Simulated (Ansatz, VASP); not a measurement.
## SiC: VASP beside Ansatz

```
Si C
1.0
     3.09500    0.00000    0.00000
    -1.54750    2.68035    0.00000
     0.00000    0.00000   15.17000
Si C
6 6
Cartesian
  1.5475 0.8934 6.9524
  0.0000 1.7869 14.5374
  1.5475 0.8934 12.0101
  0.0000 1.7869 4.4251
  0.0000 0.0000 9.4812
  0.0000 0.0000 1.8962
  1.5475 0.8934 5.0562
  0.0000 1.7869 12.6412
  1.5475 0.8934 10.1138
  0.0000 1.7869 2.5288
  0.0000 0.0000 7.5850
  0.0000 0.0000 0.0000
```

Alike in both runs: task relaxation of cell and atoms; functional PBEsol; k mesh 10 × 10 × 2; occupations fermi-dirac, width 0.05 eV; no spin polarisation.

|  | VASP | Ansatz |
| --- | --- | --- |
| version | VASP 6.6.1 | Ansatz 0.2.0 |
| potentials or method | VASP PAW PBE potentials, release 64 (Si, C) | Ansatz PAW |
| plane-wave cutoff (eV) | 600 | 420 |
| valence electrons in the cell | 48 | 48 |

VASP gave:

* relaxed volume (Å³/atom): 10.35
* relaxed cell length with the largest relative difference (Å): 15.114

**Question.** Which values does Ansatz return?

**Answer.** Relaxed volume (Å³/atom): 10.33; relaxed cell length with the largest relative difference (Å): 15.107.

VASP's potentials were made for PBE, not for PBEsol.

Noted on Ansatz's run: the plane-wave basis is chosen anew once the cell has moved, so the energies of steps on either side of that aren't comparable.
